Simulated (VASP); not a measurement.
# Ta (Immm) in VASP: notebook

Ta is run at these levels: PBEsol; tasks: single point.

Program: VASP 6.6.1. These are calculated values, not measurements. Logs are shortened: lines on timing, memory, paths and dates and some standing lists are left out, and cuts for length are marked.

## (1) The cell of the first run

The structure is orthorhombic, space group Immm (No. 71). Conventional cell: a = 3.160 Å, b = 3.280 Å, c = 3.444 Å, α = 90.00°, β = 90.00°, γ = 90.00°. Within 3.8 Å of Ta (site symmetry mmm) lie 14 Ta at 2.86 to 3.44 Å.

## (2) Single point, PBEsol (normal strain along x -0.0367, normal strain along z +0.0500)

File INCAR:

```
PREC = Accurate
ENCUT = 520
EDIFF = 1E-7
ISMEAR = 0
SIGMA = 0.15
LREAL = F
LASPH = T
NELM = 100
ALGO = Fast
ISIF = 2
LWAVE = F
LCHARG = F
GGA = PS
NBANDS = 12
```

File KPOINTS:

```
regular mesh
0
Gamma
  20 20 20
```

File POSCAR:

```
Ta
1.0
   -1.5800322441      1.6402286350      1.7222400668
    1.5800322441     -1.6402286350      1.7222400668
    1.5800322441      1.6402286350     -1.7222400668
Ta
1
Direct
    0.0000000000      0.0000000000      0.0000000000
```

Potentials or basis: VASP PAW PBE potentials, release 64 (Ta_pv).

The run is started by

```console
> cat potpaw_PBE.64/Ta_pv/POTCAR > POTCAR
> mpirun -np 1 vasp_std > vasp.out
```

OUTCAR:

```text
PREC = Accurate
   ENCUT = 520
   EDIFF = 1E-7
   ISMEAR = 0
   LREAL = F
   LASPH = T
   NELM = 100
   ISIF = 2
   GGA = PS

 ion  position               nearest neighbor table
   1  0.000  0.000  0.000-

  LATTYP: Found a body centered orthorhombic cell.
 ALAT       =     3.1600644882
 B/A-ratio  =     1.0380982041
 C/A-ratio  =     1.0900031143

  Lattice vectors:

 A1 = (  -1.5800322441,   1.6402286350,   1.7222400668)
 A2 = (   1.5800322441,  -1.6402286350,   1.7222400668)
 A3 = (   1.5800322441,   1.6402286350,  -1.7222400668)

Analysis of symmetry for initial positions (statically):
=====================================================================
 Subroutine PRICEL returns:
 Original cell was already a primitive cell.

 Routine SETGRP: Setting up the symmetry group for a
 body centered orthorhombic supercell.

 Subroutine GETGRP returns: Found  8 space group operations
 (whereof  8 operations were pure point group operations)
 out of a pool of  8 trial point group operations.

The static configuration has the point symmetry D_2h.

Analysis of symmetry for dynamics (positions and initial velocities):
=====================================================================
 Subroutine PRICEL returns:
 Original cell was already a primitive cell.

 Routine SETGRP: Setting up the symmetry group for a
 body centered orthorhombic supercell.

 Subroutine GETGRP returns: Found  8 space group operations
 (whereof  8 operations were pure point group operations)
 out of a pool of  8 trial point group operations.

The dynamic configuration has the point symmetry D_2h.

 Subroutine INISYM returns: Found  8 space group operations
 (whereof  8 operations are pure point group operations),
 and found     1 'primitive' translations

----------------------------------------------------------------------------------------

                                     Primitive cell

  volume of cell :      17.8535

  direct lattice vectors                    reciprocal lattice vectors
    -1.580032244  1.640228635  1.722240067     0.000000000  0.304835551  0.290319573
     1.580032244 -1.640228635  1.722240067     0.316449238  0.000000000  0.290319573
     1.580032244  1.640228635 -1.722240067     0.316449238  0.304835551  0.000000000

  length of vectors
     2.855339335  2.855339335  2.855339335     0.420963380  0.429447988  0.439391436
[... 79 lines left out ...]
   EDIFF  = 0.1E-06   stopping-criterion for ELM
   LREAL  =      F    real-space projection
   EDIFFG = 0.1E-05   stopping-criterion for IOM
   NSW    =      0    number of steps for IOM
   IBRION =     -1    ionic relax: 0-MD 1-quasi-New 2-CG
   NFREE  =      0    steps in history (QN), initial steepest desc. (CG)
   ISIF   =      2    stress and relaxation
   ISYM   =      2    0-nonsym 1-usesym 2-fastsym
   POTIM  = 0.5000    time-step for ionic-motion
   TEBEG  =    0.0;   TEEND  =   0.0 temperature during run
   PSTRESS=    0.0 pullay stress
   NELECT =      11.0000    total number of electrons
   NUPDOWN=      -1.0000    fix difference up-down
   EMIN   =  10.00;   EMAX   =-10.00  energy-range for DOS
   EFERMI =   0.00;   METHOD = LEGACY
   ISMEAR =     0;   SIGMA  =   0.15  broadening in eV -4-tet -1-fermi 0-gaus
   EFERMI_NEDOS =   21; number of points for ismear=-14 and -15
   IALGO  =     68    algorithm
   IMIX   =      4    mixing-type and parameters
     AMIX     =   0.40;   BMIX     =  1.00
     AMIX_MAG =   1.60;   BMIX_MAG =  1.00
  volume/ion in A,a.u.               =      17.85       120.48
  Fermi-wavevector in a.u.,A,eV,Ry     =   1.393043  2.632469 26.403025  1.940568
  Thomas-Fermi vector in A             =   2.516727
   LORBIT       =      0    0 simple, 1 ext, 2 COOP (PROOUT), +10 PAW based schemes
   GGA     = PS    functional components
   LHFCALC =     F    Hartree Fock is set to
   AEXX    =    0.0000 exact exchange contribution
   IVDW    =     0    specifies the selected vdW correction
   LEPSILON=     F    determine dielectric tensor
   LRPA    =     F    only Hartree local field effects (RPA)
 non-spin polarized calculation
 RMM-DIIS sequential band-by-band and
 Gauss-broadening in eV      SIGMA  =   0.15
  energy-cutoff  :      520.00
  volume of cell :       17.85
 maximum number of plane-waves:       493
 NGX is ok and might be reduce to    24
   NGX = 11   NGY = 11   NGZ = 11

 number of electron      11.0000000 magnetization

 Free energy of the ion-electron system (eV)
  ---------------------------------------------------
  ext. energy  EPLUGINS =         0.00000000
  ---------------------------------------------------
  free energy    TOTEN  =       -12.53429610 eV

  energy without entropy =      -12.51924674  energy(sigma->0) =      -12.52677142

 E-fermi :   5.4111     XC(G=0): -12.7728

 val. band max:        5.4103612794   @ k =  -0.3000   0.3000  -0.0000
 cond. band min:       5.4112919465   @ k =  -0.2500   0.3000   0.1500
 fundamental gap:      0.0009306670
 Fermi energy:         5.4111302453

 k-point     1 :       0.0000    0.0000    0.0000
  band No.  band energies     occupation
      1     -27.6037      2.00000
      2     -27.5994      2.00000
      3     -27.5866      2.00000
      4      -2.5706      2.00000
      5       5.6343      0.03537
      6       6.1517      0.00000
      7       6.7234      0.00000
      8       8.7069      0.00000
      9       9.9997      0.00000
     10      19.7445      0.00000
     11      20.5726      0.00000
     12      21.3068      0.00000
[... 331 lines left out ...]
 k-point    24 :      -0.4000    0.0500    0.0000
  band No.  band energies     occupation
      1     -28.6530      2.00000
      2     -27.8925      2.00000
      3     -27.5984      2.00000
      4       0.8730      2.00000
      5       4.6335      2.00000
      6       5.5360      0.23890
      7       8.4955      0.00000
      8      10.0780      0.00000
      9      11.6188      0.00000
     10      18.3097      0.00000
     11      18.6965      0.00000
     12      20.1067      0.00000

 [... further k-points ...]
[... 5 lines left out ...]
  --------------------------------------------------------------------------------------
  -------------------------------------------------------------------------------------
  Total        0.3084254     -0.0921430     -0.6840557      0.0000000      0.0000000      0.0000000
  in kB       27.6781285     -8.2689254    -61.3872333      0.0000000      0.0000000      0.0000000
  external PRESSURE =     -13.9926767 kB  Pullay stress =       0.0000000 kB

 VOLUME and BASIS-vectors are now :
 -----------------------------------------------------------------------------
  energy-cutoff  :      520.00
  volume of cell :       17.85
      direct lattice vectors                 reciprocal lattice vectors
    -1.580032244  1.640228635  1.722240067     0.000000000  0.304835551  0.290319573
     1.580032244 -1.640228635  1.722240067     0.316449238  0.000000000  0.290319573
     1.580032244  1.640228635 -1.722240067     0.316449238  0.304835551  0.000000000

 POSITION                                       TOTAL-FORCE (eV/Angst)
 -----------------------------------------------------------------------------------
      0.00000      0.00000      0.00000        -0.000000      0.000000     -0.000000
 -----------------------------------------------------------------------------------
    total drift:                               -0.000000     -0.000000     -0.000000

  FREE ENERGIE OF THE ION-ELECTRON SYSTEM (eV)
  ---------------------------------------------------
  free  energy   TOTEN  =       -12.5342960990 eV

  energy  without entropy=      -12.5192467372  energy(sigma->0) =      -12.52677142
```

It took 3 min on 1 thread of AMD EPYC 9R45 (Zen 5), shared host; peak memory 0.31 GiB.

Results:

```yaml
Free_energy: -12.5343 eV
Pressure: -1.4 GPa
```

Levels at points of the mesh, in eV from the Fermi level:
```csv
k point,band 1,band 2,band 3,band 4,band 5,band 6,band 7,band 8,band 9,band 10
"(0.00, 0.00, 0.00)",-33.01,-33.01,-33.00,-7.98,0.22,0.74,1.31,3.30,4.59,14.33
"(0.50, 0.00, 0.00)",-34.23,-33.34,-32.99,-4.47,-1.01,1.35,3.05,4.72,7.72,11.56
"(0.00, 0.50, 0.00)",-34.23,-33.39,-33.03,-4.44,-1.53,1.64,3.43,5.36,7.76,11.78
"(0.50, 0.50, 0.00)",-34.21,-33.44,-33.07,-4.42,-2.13,1.98,4.51,5.49,7.97,11.80
"(0.50, 0.50, 0.50)",-33.96,-33.84,-33.74,-3.99,-3.77,6.73,6.93,7.09,7.60,8.82
```

Caveat: the cell differs from its parent crystal (normal strain along x -0.0367, normal strain along z +0.0500); the PAW data sets were made with another functional, which shifts forces and pressure a little; spin-orbit coupling is left out, which moves the levels of the heavy elements.

## (3) Single point, PBEsol (normal strain along x +0.0733, normal strain along z -0.0500)

File INCAR:

```
SYSTEM = Ta
  PREC = Accurate
  ENCUT = 520
  EDIFF = 1E-6
  ISMEAR = 0
  SIGMA = 0.15
  LREAL = .FALSE.
  LASPH = .TRUE.
  NELM = 100
  ALGO = Fast
  ISIF = 2
  LWAVE = .FALSE.
  LCHARG = .FALSE.
  GGA = PS
  NBANDS = 12
```

File KPOINTS:

```
Automatic mesh
0
G
  20 20 20
  0 0 0
```

File POSCAR:

```
Ta
1.0
   -1.7604573939      1.6402286350      1.5582172032
    1.7604573939     -1.6402286350      1.5582172032
    1.7604573939      1.6402286350     -1.5582172032
Ta
1
Direct
    0.0000000000      0.0000000000      0.0000000000
```

Potentials or basis: VASP PAW PBE potentials, release 64 (Ta_pv).

The run is started by

```console
> cat potpaw_PBE.64/Ta_pv/POTCAR > POTCAR
> mpirun -np 1 vasp_std > vasp.out
```

It took 2.3 min on 1 thread of AMD EPYC 9R45 (Zen 5), shared host; peak memory 0.32 GiB.

Results (log left out):

| Property | Result |
| --- | --- |
| Free energy | -12.5121 eV |
| Pressure | -2.6 GPa |

Stress tensor (GPa, compression positive):
```
-8.74  0.00  0.00
 0.00 -1.40  0.00
 0.00  0.00  2.23
```

Levels at points of the mesh, in eV from the Fermi level:
```csv
k point,band 1,band 2,band 3,band 4,band 5,band 6,band 7,band 8,band 9,band 10
"(0.00, 0.00, 0.00)",-33.07,-33.07,-33.05,-7.98,0.05,0.77,1.56,2.94,4.71,14.01
"(0.50, 0.00, 0.00)",-34.22,-33.50,-33.15,-4.40,-2.32,2.07,4.63,5.72,7.88,11.68
"(0.00, 0.50, 0.00)",-34.26,-33.42,-33.10,-4.43,-1.48,1.58,3.10,5.56,7.56,11.58
"(0.50, 0.50, 0.00)",-34.26,-33.37,-33.04,-4.48,-0.75,1.18,2.63,4.64,7.54,11.30
"(0.50, 0.50, 0.50)",-34.03,-33.85,-33.73,-4.01,-3.70,6.58,6.86,7.04,7.07,8.78
```

Caveat: the cell differs from its parent crystal (normal strain along x +0.0733, normal strain along z -0.0500); the PAW data sets were made with another functional, which shifts forces and pressure a little; spin-orbit coupling is left out, which moves the levels of the heavy elements.
